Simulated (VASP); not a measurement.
A run of VASP 6.6.1:

The input INCAR:

```
PREC     = Accurate       # precision mode
ENCUT    = 520            # plane-wave cutoff, eV
EDIFF    = 1E-6           # SCF threshold, eV
ISMEAR   = -1             # smearing method
SIGMA    = 0.02           # smearing width, eV
LREAL    = F              # projectors in reciprocal space
LASPH    = T              # aspherical terms in the spheres
NELM     = 80             # most SCF steps
ALGO     = Normal         # electronic algorithm
ISIF     = 2              # what is computed and relaxed
LWAVE    = F              # write WAVECAR
LCHARG   = F              # write CHGCAR
LDIPOL   = T            
IDIPOL   = 3            
DIPOL    = 0.5 0.5 0.500
GGA      = PE             # functional
IBRION   = 2              # ionic algorithm
NSW      = 60             # ionic steps
EDIFFG   = -0.01          # ionic threshold
KPAR     = 4
```

The input KPOINTS:

```
regular mesh
0
Gamma
  10 6 1
```

Contents of POSCAR:

```
AlN
1.0
    3.1301578475      0.0000000000      0.0000000000
    0.0000000000      5.0181096024      0.0000000000
    0.0000000000      0.0000000000     19.6144000000
Al N
4 4
Direct
    0.0000000000      0.0592403060      0.4078637389
    0.5000000000      0.5592403060      0.4539318697
    0.5000000000      0.0592403060      0.5460681303
    0.0000000000      0.5592403060      0.5921362611
    0.0000000000      0.4407596940      0.4078637389
    0.5000000000      0.9407596940      0.4539318697
    0.5000000000      0.4407596940      0.5460681303
    0.0000000000      0.9407596940      0.5921362611
```

Potentials or basis: VASP PAW PBE potentials, release 64 (Al, N).

Launch:

```console
$ cat potpaw_PBE.64/Al/POTCAR potpaw_PBE.64/N/POTCAR > POTCAR
$ mpirun -np 4 vasp_std > vasp.out
```

Hardware: 4 MPI ranks on AMD EPYC 7R43 64-Core Processor (Zen 3) (shared host).

Estimate the wall time of this run.

Run time: 21 min on 4 MPI ranks on AMD EPYC 7R43 64-Core Processor (Zen 3) (shared host), peak memory 0.41 GiB a rank. Counts: scf iterations 205, k points 24, ion steps 22.
